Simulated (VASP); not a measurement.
# Ca2AlO2 (Cmmm) in VASP: single point with PBE

Aim: the single point of Ca2AlO2 with PBE.

All numbers are computed with VASP 6.6.1; they aren't measurements. Logs are shortened: lines on timing, memory, paths and dates and some standing lists are left out, and cuts for length are marked.

**1. The cell of the first run**

Symmetry: Cmmm, No. 65, orthorhombic system. The conventional cell has a = 6.028 Å, b = 7.382 Å, c = 4.467 Å, α = 90.00°, β = 90.00°, γ = 90.00°. Within 3.0 Å of Ca (site symmetry 2/m) lie 2 O at 2.23 Å. Al (site symmetry mmm) has 4 O at 2.38 Å within 3.1 Å. O (site symmetry 2/m) has 2 Ca at 2.23 Å and 2 Al at 2.38 Å within 3.0 Å.

**2. Single point, PBE**

Contents of INCAR:

```
ALGO = Normal ; EDIFF = 1E-6
ENCUT = 520 ; GGA = PE
ISIF = 2 ; ISMEAR = 0
LASPH = True ; LCHARG = False
LREAL = False ; LWAVE = False
NBANDS = 26 ; NELM = 100
PREC = Accurate ; SIGMA = 0.1
```

Contents of KPOINTS:

```
k-points
0
Gamma
  4 4 4
```

Contents of POSCAR:

```
Ca2AlO2
1.0
    3.0138238700     -3.6911263700      0.0000000000
    3.0138238700      3.6911263700      0.0000000000
    0.0000000000      0.0000000000      4.4669985900
Ca Al O
2 1 2
Direct
    0.0000000000      0.5000000000      0.5000000000
    0.5000000000      0.0000000000      0.5000000000
    0.0000000000      0.0000000000      0.0000000000
    0.0000000000      0.5000000000      0.0000000000
    0.5000000000      0.0000000000      0.0000000000
```

Potentials or basis: VASP PAW PBE potentials, release 64 (Ca_sv, Al, O).

The run is started by

```
cat potpaw_PBE.64/Ca_sv/POTCAR potpaw_PBE.64/Al/POTCAR potpaw_PBE.64/O/POTCAR > POTCAR
mpirun -np 1 vasp_std > vasp.out
```

OUTCAR:

```text
EDIFF = 1E-6
   ENCUT = 520
   GGA = PE
   ISIF = 2
   ISMEAR = 0
   LASPH = True
   LREAL = False
   NELM = 100
   PREC = Accurate

 ion  position               nearest neighbor table
   1  0.000  0.500  0.500-   4 2.23   4 2.23   2 3.01   2 3.01   3 3.27   3 3.27   3 3.27   3 3.27

   2  0.500  0.000  0.500-   5 2.23   5 2.23   1 3.01   1 3.01   3 3.27   3 3.27   3 3.27   3 3.27

   3  0.000  0.000  0.000-   4 2.38   5 2.38   4 2.38   5 2.38   1 3.27   2 3.27   1 3.27   1 3.27
                             1 3.27   2 3.27   2 3.27   2 3.27
   4  0.000  0.500  0.000-   1 2.23   1 2.23   3 2.38   3 2.38
   5  0.500  0.000  0.000-   2 2.23   2 2.23   3 2.38   3 2.38

  LATTYP: Found a base centered orthorhombic cell.
 ALAT       =     6.0276477400
 B/A-ratio  =     1.2247319449
 C/A-ratio  =     0.7410848780

  Lattice vectors:

 A1 = (   3.0138238700,  -3.6911263700,   0.0000000000)
 A2 = (   3.0138238700,   3.6911263700,   0.0000000000)
 A3 = (   0.0000000000,   0.0000000000,   4.4669985900)

Analysis of symmetry for initial positions (statically):
=====================================================================
 Subroutine PRICEL returns:
 Original cell was already a primitive cell.

 Routine SETGRP: Setting up the symmetry group for a
 base centered orthorhombic supercell.

 Subroutine GETGRP returns: Found  8 space group operations
 (whereof  8 operations were pure point group operations)
 out of a pool of  8 trial point group operations.

The static configuration has the point symmetry D_2h.

Analysis of symmetry for dynamics (positions and initial velocities):
=====================================================================
 Subroutine PRICEL returns:
 Original cell was already a primitive cell.

 Routine SETGRP: Setting up the symmetry group for a
 base centered orthorhombic supercell.

 Subroutine GETGRP returns: Found  8 space group operations
 (whereof  8 operations were pure point group operations)
 out of a pool of  8 trial point group operations.

The dynamic configuration has the point symmetry D_2h.

 Subroutine INISYM returns: Found  8 space group operations
 (whereof  8 operations are pure point group operations),
 and found     1 'primitive' translations

----------------------------------------------------------------------------------------

                                     Primitive cell

  volume of cell :      99.3854

  direct lattice vectors                    reciprocal lattice vectors
     3.013823870 -3.691126370  0.000000000     0.165902197 -0.135460006  0.000000000
     3.013823870  3.691126370  0.000000000     0.165902197  0.135460006  0.000000000
     0.000000000  0.000000000  4.466998590     0.000000000  0.000000000  0.223863961

  length of vectors
     4.765243771  4.765243771  4.466998590     0.214179719  0.214179719  0.223863961

  position of ions in fractional coordinates (direct lattice)
     0.000000000  0.500000000  0.500000000
     0.500000000  0.000000000  0.500000000
     0.000000000  0.000000000  0.000000000
     0.000000000  0.500000000  0.000000000
     0.500000000  0.000000000  0.000000000

  ion indices of the primitive-cell ions
   primitive index   ion index
                 1           1
                 2           2
                 3           3
                 4           4
                 5           5

----------------------------------------------------------------------------------------

 KPOINTS: k-points

Automatic generation of k-mesh.
 Grid dimensions read from file:
 generate k-points for:    4    4    4

 Generating k-lattice:

  Cartesian coordinates                     Fractional coordinates (reciprocal lattice)
     0.041475549 -0.033865001  0.000000000     0.250000000  0.000000000  0.000000000
     0.041475549  0.033865001  0.000000000     0.000000000  0.250000000  0.000000000
     0.000000000  0.000000000  0.055965990     0.000000000  0.000000000  0.250000000

  Length of vectors
     0.053544930  0.053544930  0.055965990

  Shift w.r.t. Gamma in fractional coordinates (k-lattice)
     0.000000000  0.000000000  0.000000000

 Subroutine IBZKPT returns following result:
 ===========================================

 Found     21 irreducible k-points:

 Following reciprocal coordinates:
            Coordinates               Weight
  0.000000  0.000000  0.000000      1.000000
  0.250000  0.000000  0.000000      4.000000
  0.500000  0.000000  0.000000      2.000000
  0.250000  0.250000  0.000000      2.000000
  0.500000  0.250000  0.000000      4.000000
 -0.250000  0.250000  0.000000      2.000000
[... 13 lines left out ...]
 -0.250000  0.250000  0.500000      2.000000
  0.500000  0.500000  0.500000      1.000000
   k-points           NKPTS =     21   k-points in BZ     NKDIM =     21   number of bands    NBANDS=     26
   number of dos      NEDOS =    301   number of ions     NIONS =      5
   total plane-waves  NPLWV =  46656
   dimension x,y,z NGX =    36 NGY =   36 NGZ =   36
   dimension x,y,z NGXF=    72 NGYF=   72 NGZF=   72
   ions per type =               2   1   2
   NGX,Y,Z   is equivalent  to a cutoff of  12.56, 12.56, 13.40 a.u.
   NGXF,Y,Z  is equivalent  to a cutoff of  25.12, 25.12, 26.80 a.u.
 SYSTEM =  unknown system
   PREC   = accura    normal or accurate (medium, high low for compatibility)
   ISTART =      0    job   : 0-new  1-cont  2-samecut
   ICHARG =      2    charge: 1-file 2-atom 10-const
   ISPIN  =      1    spin polarized calculation?
   LNONCOLLINEAR =      F non collinear calculations
   LSORBIT =      F    spin-orbit coupling
   LASPH  =      T    aspherical Exc in radial PAW
   ENCUT  =  520.0 eV  38.22 Ry    6.18 a.u.   8.86  8.86  8.31*2*pi/ulx,y,z
   NELM   =    100;   NELMIN=  2; NELMDL= -5     # of ELM steps
   EDIFF  = 0.1E-05   stopping-criterion for ELM
   LREAL  =      F    real-space projection
   EDIFFG = 0.1E-04   stopping-criterion for IOM
   NSW    =      0    number of steps for IOM
   IBRION =     -1    ionic relax: 0-MD 1-quasi-New 2-CG
   NFREE  =      0    steps in history (QN), initial steepest desc. (CG)
   ISIF   =      2    stress and relaxation
   ISYM   =      2    0-nonsym 1-usesym 2-fastsym
   POTIM  = 0.5000    time-step for ionic-motion
   TEBEG  =    0.0;   TEEND  =   0.0 temperature during run
   PSTRESS=    0.0 pullay stress
   NELECT =      35.0000    total number of electrons
   NUPDOWN=      -1.0000    fix difference up-down
   EMIN   =  10.00;   EMAX   =-10.00  energy-range for DOS
   EFERMI =   0.00;   METHOD = LEGACY
   ISMEAR =     0;   SIGMA  =   0.10  broadening in eV -4-tet -1-fermi 0-gaus
   EFERMI_NEDOS =   21; number of points for ismear=-14 and -15
   IALGO  =     38    algorithm
   IMIX   =      4    mixing-type and parameters
     AMIX     =   0.40;   BMIX     =  1.00
     AMIX_MAG =   1.60;   BMIX_MAG =  1.00
  volume/ion in A,a.u.               =      19.88       134.14
  Fermi-wavevector in a.u.,A,eV,Ry     =   1.156086  2.184685 18.184647  1.336534
  Thomas-Fermi vector in A             =   2.292709
   LORBIT       =      0    0 simple, 1 ext, 2 COOP (PROOUT), +10 PAW based schemes
   GGA     = PE    functional components
   LHFCALC =     F    Hartree Fock is set to
   AEXX    =    0.0000 exact exchange contribution
   IVDW    =     0    specifies the selected vdW correction
   LEPSILON=     F    determine dielectric tensor
   LRPA    =     F    only Hartree local field effects (RPA)
 non-spin polarized calculation
 Gauss-broadening in eV      SIGMA  =   0.10
  energy-cutoff  :      520.00
  volume of cell :       99.39
 maximum number of plane-waves:      2694
   NGX = 17   NGY = 17   NGZ = 17

 number of electron      35.0000010 magnetization

 Free energy of the ion-electron system (eV)
  ---------------------------------------------------
  ext. energy  EPLUGINS =         0.00000000
  ---------------------------------------------------
  free energy    TOTEN  =       -23.29580415 eV

  energy without entropy =      -23.28233675  energy(sigma->0) =      -23.28907045

 E-fermi :   3.5124     XC(G=0):  -8.9485

 val. band max:        3.4448945604   @ k =   0.5000   0.5000   0.0000
 cond. band min:       3.5367060576   @ k =   0.2500   0.0000   0.5000
 fundamental gap:      0.0918114972
 Fermi energy:         3.5124345289

 k-point     1 :       0.0000    0.0000    0.0000
  band No.  band energies     occupation
      1     -37.5872      2.00000
      2     -37.4672      2.00000
      3     -19.2496      2.00000
      4     -18.6771      2.00000
      5     -18.6339      2.00000
      6     -18.4516      2.00000
[... 18 lines left out ...]
     25       7.8247      0.00000
     26       8.7692      0.00000

 k-point     2 :       0.2500    0.0000    0.0000
  band No.  band energies     occupation
      1     -37.5697      2.00000
      2     -37.4849      2.00000
      3     -19.1418      2.00000
      4     -18.6818      2.00000
      5     -18.6424      2.00000
      6     -18.5691      2.00000
[... 18 lines left out ...]
     25       7.6062      0.00000
     26       7.7457      0.00000

 k-point     3 :       0.5000    0.0000    0.0000
  band No.  band energies     occupation
      1     -37.5274      2.00000
      2     -37.5273      2.00000
      3     -18.8748      2.00000
      4     -18.8728      2.00000
      5     -18.6579      2.00000
      6     -18.6523      2.00000
[... 18 lines left out ...]
     25       6.8200      0.00000
     26       7.2054      0.00000

 k-point     4 :       0.2500    0.2500    0.0000
  band No.  band energies     occupation
      1     -37.5327      2.00000
      2     -37.5220      2.00000
      3     -18.8835      2.00000
      4     -18.8645      2.00000
      5     -18.7252      2.00000
      6     -18.5834      2.00000
[... 18 lines left out ...]
     25       7.0800      0.00000
     26       7.5666      0.00000

 k-point     5 :       0.5000    0.2500    0.0000
  band No.  band energies     occupation
      1     -37.5619      2.00000
      2     -37.4921      2.00000
      3     -19.1570      2.00000
      4     -18.7502      2.00000
      5     -18.6102      2.00000
      6     -18.5368      2.00000
[... 18 lines left out ...]
     25       7.5043      0.00000
     26       8.0096      0.00000

 k-point     6 :      -0.2500    0.2500    0.0000
  band No.  band energies     occupation
      1     -37.5816      2.00000
      2     -37.4722      2.00000
      3     -19.2612      2.00000
      4     -18.7128      2.00000
      5     -18.6142      2.00000
      6     -18.4446      2.00000
[... 340 lines left out ...]
 k-point    18 :       0.2500    0.2500    0.5000
  band No.  band energies     occupation
      1     -37.5300      2.00000
      2     -37.5195      2.00000
      3     -18.8791      2.00000
      4     -18.8604      2.00000
      5     -18.7192      2.00000
      6     -18.6876      2.00000
[... 18 lines left out ...]
     25       7.6501      0.00000
     26       7.9746      0.00000

 k-point    19 :       0.5000    0.2500    0.5000
  band No.  band energies     occupation
      1     -37.5593      2.00000
      2     -37.4896      2.00000
      3     -19.1514      2.00000
      4     -18.7440      2.00000
      5     -18.7140      2.00000
      6     -18.6302      2.00000
[... 18 lines left out ...]
     25       7.7365      0.00000
     26       7.7863      0.00000

 k-point    20 :      -0.2500    0.2500    0.5000
  band No.  band energies     occupation
      1     -37.5789      2.00000
      2     -37.4698      2.00000
      3     -19.2556      2.00000
      4     -18.7464      2.00000
      5     -18.7073      2.00000
      6     -18.6104      2.00000
[... 18 lines left out ...]
     25       7.8157      0.00000
     26       8.4658      0.00000

 k-point    21 :       0.5000    0.5000    0.5000
  band No.  band energies     occupation
      1     -37.5734      2.00000
      2     -37.4748      2.00000
      3     -19.2667      2.00000
      4     -18.7833      2.00000
      5     -18.7298      2.00000
      6     -18.6112      2.00000
[... 18 lines left out ...]
     25       7.2303      0.00000
     26       8.1438      0.00000

------------------------ aborting loop because EDIFF is reached ----------------------------------------

  FORCE on cell =-STRESS in cart. coord.  units (eV):
  Direction    XX          YY          ZZ          XY          YZ          ZX
  --------------------------------------------------------------------------------------
  -------------------------------------------------------------------------------------
  Total        4.7012019     -5.5262344     -3.9159947      0.0000000      0.0000000      0.0000000
  in kB       75.7873796    -89.0876072    -63.1291705      0.0000000      0.0000000      0.0000000
  external PRESSURE =     -25.4764660 kB  Pullay stress =       0.0000000 kB

 VOLUME and BASIS-vectors are now :
 -----------------------------------------------------------------------------
  energy-cutoff  :      520.00
  volume of cell :       99.39
      direct lattice vectors                 reciprocal lattice vectors
     3.013823870 -3.691126370  0.000000000     0.165902197 -0.135460006  0.000000000
     3.013823870  3.691126370  0.000000000     0.165902197  0.135460006  0.000000000
     0.000000000  0.000000000  4.466998590     0.000000000  0.000000000  0.223863961

 POSITION                                       TOTAL-FORCE (eV/Angst)
 -----------------------------------------------------------------------------------
      1.50691      1.84556      2.23350         0.000000     -0.000000      0.000000
      1.50691     -1.84556      2.23350         0.000000      0.000000      0.000000
      0.00000      0.00000      0.00000         0.000000     -0.000000      0.000000
      1.50691      1.84556      0.00000         0.000000     -0.000000      0.000000
      1.50691     -1.84556      0.00000        -0.000000      0.000000      0.000000
 -----------------------------------------------------------------------------------
    total drift:                                0.000000     -0.000000      0.000000

  FREE ENERGIE OF THE ION-ELECTRON SYSTEM (eV)
  ---------------------------------------------------
  free  energy   TOTEN  =       -23.2958041459 eV

  energy  without entropy=      -23.2823367495  energy(sigma->0) =      -23.28907045
```

Run time: 42 s. Hardware: 1 thread of Intel Xeon Platinum 8375C at 2.90GHz (Ice Lake), shared host; peak memory 0.23 GiB.

Results:

```
Free energy : -23.2958 eV
Pressure    : -2.5 GPa
```

Stress tensor (GPa, compression positive):
```
 7.58  0.00  0.00
 0.00 -8.91  0.00
 0.00  0.00 -6.31
```

Caveat: an odd number of electrons without spin polarisation forces a metal; a magnetic or distorted state may lie lower.
